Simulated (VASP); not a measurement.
Here is a VASP 6.6.1 calculation.

File INCAR:

```
SYSTEM = BN
ALGO = Normal
DIPOL = 0.5 0.5 0.500
EDIFF = 1E-6
ENCUT = 520
GGA = PE
IDIPOL = 3
ISIF = 2
ISMEAR = -1
LASPH = .True.
LCHARG = .True.
LDIPOL = .True.
LELF = .True.
LREAL = .False.
LVACPOTAV = .True.
LVHAR = .True.
LWAVE = .False.
NBANDS = 16
NELM = 100
PREC = Accurate
SIGMA = 0.02
```

File KPOINTS:

```
k-points
0
Gamma
  12 8 1
  0 0 0
```

Contents of POSCAR:

```
BN
1.0
    2.5630581740      0.0000000000      0.0000000000
    0.0000000000      3.6247116308      0.0000000000
    0.0000000000      0.0000000000     17.2815000000
B N
2 2
Direct
    0.0000000000      0.8750000000      0.4629219371
    0.5000000000      0.3750000000      0.5370780629
    0.5000000000      0.6250000000      0.4629219371
    0.0000000000      0.1250000000      0.5370780629
```

Potentials or basis: VASP PAW PBE potentials, release 64 (B, N).

Launch:

```console
$ cat potpaw_PBE.64/B/POTCAR potpaw_PBE.64/N/POTCAR > POTCAR
$ mpirun -np 1 vasp_std > vasp.out
```

Task: Estimate the largest force.

Result: 6.133 eV/Å.

Task: What does it give for the band gap on the k mesh?

Result: 1.87 eV, indirect (least direct gap 1.97 eV).

Forces in eV/Å, atoms in the order of the input:
```
B    0.000 -3.653  4.927
B    0.000 -3.653 -4.927
N    0.000  3.653  0.003
N    0.000  3.653 -0.003
```
